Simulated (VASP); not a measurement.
Ba2Os: relaxation of cell and atoms with RPBE

Crystal: Ba2Os.

```xyz
3
Lattice="0.0000 4.1576 0.0000 4.1576 0.0000 0.0000 2.0788 2.0788 -7.3966" Properties=species:S:1:pos:R:3 pbc="T T T"
Os    0.0000    0.0000    0.0000
Ba    2.0788    2.0788   -1.9231
Ba    4.1576    4.1576   -5.4735
```

| Item | Value |
| --- | --- |
| Program | VASP 6.6.1 |
| Task | relaxation of cell and atoms |
| Functional | RPBE |
| Potentials or basis | VASP PAW PBE potentials, release 64 (Os, Ba_sv) |
| Cutoff | 600 eV |
| k mesh | 5 × 5 × 5 |
| Occupations | fermi-dirac, width 0.1 eV |
| Spin | no spin polarisation |
| Dipole correction | no |
| Further INCAR settings | ALGO = Normal; EDIFF = 1e-06; IBRION = 2; EDIFFG = -0.01; NSW = 60; ISIF = 3 |

```json
{"Relaxed volume": "40.91 Å³/atom", "Relaxed cell": "a = 3.866 Å, b = 3.866 Å, c = 8.654 Å, α = 77.09°, β = 77.09°, γ = 90.00°", "Space group after relaxing (to 0.05 Å)": "I4/mmm (No. 139)", "Energy gained by relaxing": "134.5 meV/atom", "Ionic steps": "19", "Pressure after relaxing": "0.0 GPa", "Largest force after relaxing": "0.005 eV/Å", "Band gap on the k mesh": "zero (band 14 reaches 2.34 eV, above the bottom of band 15 at 2.20 eV)"}
```

Forces on the atoms (eV/Å):
```
Os   0.000  0.000  0.000
Ba   0.000  0.000 -0.005
Ba   0.000  0.000  0.005
```

The path:
```tsv
step	energy change (eV)	largest force (eV/Å)	pressure (GPa)	volume (Å³)
1	0.0000	0.9670	-3.52	127.86
2	-0.3003	0.2937	-0.56	111.28
3	-0.3077	0.1370	0.16	108.77
4	-0.3076	0.1135	0.28	108.41
5	-0.3195	0.1405	0.33	108.69
6	-0.3422	0.2148	0.51	109.41
7	-0.3259	0.2891	0.96	110.36
8	-0.3472	0.2387	0.67	109.77
9	-0.3588	0.2703	0.34	111.81
10	-0.3740	0.3396	-0.41	116.92
11	-0.3881	0.2082	-0.19	117.55
12	-0.3971	0.0110	0.15	118.47
13	-0.3973	0.0217	0.21	118.62
14	-0.3997	0.0190	0.08	119.98
15	-0.4013	0.0141	-0.07	121.76
16	-0.3999	0.0049	-0.36	125.35
17	-0.4015	0.0143	-0.14	122.73
18	-0.4033	0.0074	-0.02	122.74
19	-0.4034	0.0054	0.01	122.73
```

Final structure:
```xyz
3
Lattice="0.0000 3.8663 0.0000 3.8663 0.0000 0.0000 1.9332 1.9332 -8.2105" Properties=species:S:1:pos:R:3 pbc="T T T"
Os    0.0000    0.0000    0.0000
Ba    1.9332    1.9332   -1.8253
Ba    3.8663    3.8663   -6.3851
```

Levels at points of the mesh, in eV from the Fermi level:
```csv
k point,band 10,band 11,band 12,band 13,band 14,band 15,band 16,band 17,band 18
"(0.00, 0.00, 0.00)",-1.90,-1.29,-0.52,-0.14,-0.10,-0.10,-0.07,1.34,2.59
```

It took 11 min on 1 thread of Intel(R) Xeon(R) Platinum 8259CL CPU @ 2.50GHz (Skylake/Cascade Lake) (shared host), peak memory 0.33 GiB.

Caveat: the PAW data sets were made with another functional, which shifts forces and pressure a little; spin-orbit coupling is left out, which moves the levels of the heavy elements.
